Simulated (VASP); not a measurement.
Input of a VASP 6.6.1 run:

INCAR

```
ALGO = Normal
EDIFF = 1E-6
ENCUT = 520
GGA = PE
ISIF = 2
ISMEAR = -1
LASPH = T
LCHARG = F
LREAL = F
LWAVE = F
NBANDS = 20
NELM = 100
PREC = Accurate
SIGMA = 0.1
```

The input KPOINTS:

```
k-points
0
Gamma
  13 13 13
```

File POSCAR:

```
In
1.0
    0.0000000000      3.2235358155      3.2235358155
    3.2235358155      0.0000000000      3.2235358155
    3.2235358155      3.2235358155      0.0000000000
In
2
Direct
    0.1250000000      0.1250000000      0.1250000000
    0.8750000000      0.8750000000      0.8750000000
```

Potentials or basis: VASP PAW PBE potentials, release 64 (In_d).

Run with:

```bash
$ cat potpaw_PBE.64/In_d/POTCAR > POTCAR
$ mpirun -np 1 vasp_std > vasp.out
```

Question: Predict the band gap on the k mesh.

Answer: Zero (bands 13 and 14 overlap by 3.64 eV).

Question: Predict the pressure.

Answer: 4.0 GPa.

Caveat: the cell stands under pressure; spin-orbit coupling is left out, which moves the levels of the heavy elements.
